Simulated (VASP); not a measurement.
Wanted: the native input for a VASP 6.6.1 run.

- Task: single point
- Functional: revPBE
- Potentials or basis: VASP PAW PBE potentials, release 64 (Ga_d, Co)
- Cutoff: 520 eV
- k mesh: 9 × 9 × 9
- Occupations: methfessel-paxton, width 0.2 eV
- Spin: collinear spin, ferromagnetic start
- Starting moments: [0.0, 0.43] μB
- Hubbard terms: Co d U = 3.5 eV
- Dipole correction: no
- Further INCAR settings: ALGO = Fast; EDIFF = 1e-06; NBANDS = 22

The structure of GaCo lies in POSCAR:

```
GaCo
1.0
    3.0354099952      0.0000000000      0.0000000000
    0.0000000000      3.0354099952      0.0000000000
    0.0000000000      0.0000000000      3.0354099952
Ga Co
1 1
Direct
    0.5000000000      0.5000000000      0.5000000000
    0.0000000000      0.0000000000      0.0000000000
```

The input as run:

INCAR

```
SYSTEM = GaCo
ALGO = Fast ; EDIFF = 1E-6
ENCUT = 520 ; GGA = RE
ISIF = 2 ; ISMEAR = 1
ISPIN = 2 ; LASPH = .TRUE.
LCHARG = .FALSE. ; LDAU = .TRUE.
LDAUJ = 0 0 ; LDAUL = -1 2
LDAUPRINT = 1 ; LDAUTYPE = 2
LDAUU = 0 3.5 ; LMAXMIX = 4
LORBIT = 11 ; LREAL = .FALSE.
LWAVE = .FALSE. ; MAGMOM = 0 0.43
NBANDS = 22 ; NELM = 150
PREC = Accurate ; SIGMA = 0.2
```

KPOINTS

```
k-points
0
G
  9 9 9
  0 0 0
```

Potentials or basis: VASP PAW PBE potentials, release 64 (Ga_d, Co).

The run is started by

```bash
$ cat potpaw_PBE.64/Ga_d/POTCAR potpaw_PBE.64/Co/POTCAR > POTCAR
$ mpirun -np 1 vasp_std > vasp.out
```

It gave:

```json
{
 "Pressure": "-1.7 GPa",
 "Net moment": "1.48 μB per cell",
 "Site moments": "Ga -0.08; Co +1.62 μB",
 "Valence electrons inside the program's atomic spheres": "Ga 11.63; Co 8.13"
}
```

Caveat: the PAW data sets were made with another functional, which shifts forces and pressure a little; the U is typed as a test and isn't derived for this compound.

Run time: 46 s on 1 thread of Intel Xeon 8259CL (shared host), peak memory 0.17 GiB.
